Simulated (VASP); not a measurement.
Wanted: the native input for a VASP 6.6.1 run.

```yaml
Task: single point
Functional: PBE
Potentials_or_basis: VASP PAW PBE potentials, release 64 (In_d)
Cutoff: 520 eV
k_mesh: 11 × 11 × 14
Occupations: fermi-dirac, width 0.6 eV
Spin: no spin polarisation
Dipole_correction: no
Further_INCAR_settings: ALGO = Normal; EDIFF = 1e-06; NBANDS = 12
```

The structure of In lies in POSCAR:

```
In
1.0
   -1.6482197047      1.6973406184      2.5249789927
    1.6973406184     -1.6482197047      2.5249789927
    1.6043570008      1.6043570008     -2.4927016059
In
1
Direct
    0.0000000000      0.0000000000      0.0000000000
```

One way to write it, as run:

INCAR

```
SYSTEM = In
PREC = Accurate ; ENCUT = 520
EDIFF = 1E-6 ; ISMEAR = -1
SIGMA = 0.6 ; LREAL = .False.
LASPH = .True. ; NELM = 60
ALGO = Normal ; ISIF = 2
LWAVE = .False. ; LCHARG = .False.
GGA = PE ; NBANDS = 12
```

KPOINTS

```
Automatic mesh
0
Gamma
  11 11 14
  0 0 0
```

Potentials or basis: VASP PAW PBE potentials, release 64 (In_d).

Command:

```bash
$ cat potpaw_PBE.64/In_d/POTCAR > POTCAR
$ mpirun -np 1 vasp_std > vasp.out
```

Results of the run:

```yaml
Pressure: 1.4 GPa
Band_gap_on_the_k_mesh: zero (an odd number of electrons rules out a gap without spin polarisation)
```

Caveat: so wide a smearing shifts energies and pressures; spin-orbit coupling is left out, which moves the levels of the heavy elements.

Run time: 3.4 min on 1 thread of Intel Xeon 8259CL, on a shared host, peak memory 0.28 GiB.
